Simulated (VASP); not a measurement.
**Sb: single point with HSE06**

The system is Sb.

```
Sb
1.0
     0.00000    2.32284    2.32284
     2.32284    0.00000    2.32284
     2.32284    2.32284    0.00000
Sb
1
Direct
  0.00000 0.00000 0.00000
```

* Program: VASP 6.6.1
* Task: single point
* Functional: HSE06
* Potentials or basis: VASP PAW PBE potentials, release 64 (Sb)
* Cutoff: 520 eV
* k mesh: 6 × 6 × 6
* Occupations: fermi-dirac, width 0.05 eV
* Spin: no spin polarisation
* Dipole correction: no
* Grid for exact exchange (PRECFOCK): Normal
* Further INCAR settings: ALGO = Normal; EDIFF = 1e-06; NBANDS = 8
* Screening parameter: 0.2079 1/Å

* Pressure: 3.0 GPa

Levels at points of the mesh, in eV from the Fermi level:
```csv
k point,band 1,band 2,band 3,band 4,band 5,band 6,band 7
"(0.00, 0.00, 0.00)",-15.30,6.34,6.34,6.34,10.61,10.61,10.61
"(0.50, 0.00, 0.00)",-10.63,-7.40,4.30,4.30,9.07,9.67,9.67
"(0.50, 0.50, 0.00)",-8.54,-6.29,0.25,0.25,4.37,4.69,18.46
```

Run time: 3.7 min on 1 thread of Intel(R) Xeon(R) Platinum 8488C (Sapphire Rapids) (shared host), peak memory 0.24 GiB.

Caveat: the k points lie up to 0.39 Å⁻¹ apart; the PAW data sets were made with another functional, which shifts forces and pressure a little; spin-orbit coupling is left out, which moves the levels of the heavy elements.
